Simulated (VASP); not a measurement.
A run of VASP 6.6.1 is set up as follows.

Contents of INCAR:

```
  PREC = Accurate
  ENCUT = 600
  EDIFF = 1E-7
  ISMEAR = 0
  SIGMA = 0.1
  LREAL = False
  LASPH = True
  NELM = 100
  ALGO = Normal
  ISIF = 3
  LWAVE = False
  LCHARG = False
  GGA = PE
  IBRION = 2
  NSW = 90
  EDIFFG = -0.04
```

Contents of KPOINTS:

```
Automatic mesh
0
Gamma
  6 6 4
```

The input POSCAR:

```
LiMgB4
1.0
    3.0517213100      0.0000000000      0.0000000000
   -1.5258606600      2.6428681800      0.0000000000
    0.0000000000      0.0000000000      5.3501639300
Li Mg B
1 1 4
Direct
    0.0000000000      0.0000000000      0.5000000000
    0.0000000000      0.0000000000      0.0000000000
    0.3333333300      0.6666666700      0.7056011800
    0.6666666700      0.3333333300      0.7056011800
    0.3333333300      0.6666666700      0.2943988200
    0.6666666700      0.3333333300      0.2943988200
```

Potentials or basis: VASP PAW PBE potentials, release 64 (Li_sv, Mg, B).

Launch:

```bash
$ cat potpaw_PBE.64/Li_sv/POTCAR potpaw_PBE.64/Mg/POTCAR potpaw_PBE.64/B/POTCAR > POTCAR
$ mpirun -np 1 vasp_std > vasp.out
```

Task: What does it give for the band gap on the k mesh?

Result: Zero (an odd number of electrons rules out a gap without spin polarisation).

Task: Predict the space group after relaxing (to 0.1 Å).

Result: P6/mmm (No. 191).

Task: Estimate the relaxed volume.

Result: 9.30 Å³/atom.

Task: Estimate the relaxed cell.

Result: a = 3.021 Å, b = 3.021 Å, c = 7.063 Å, α = 90.00°, β = 90.00°, γ = 120.00°.

Forces in eV/Å, atoms in the order of the input:
```
Li   0.000  0.000  0.000
Mg   0.000  0.000  0.000
B    0.000  0.000 -0.024
B    0.000  0.000 -0.024
B    0.000  0.000  0.024
B    0.000  0.000  0.024
```

Caveat: the k points lie up to 0.40 Å⁻¹ apart in the final cell, too coarse for converged energies and pressures of a metal; the cutoff is under 1.25 times the usual one of these potentials, so pressure, stress and relaxed cells hold a basis-set (Pulay) error; the volume moved by over 15 % at a fixed basis, so the end points are rough.
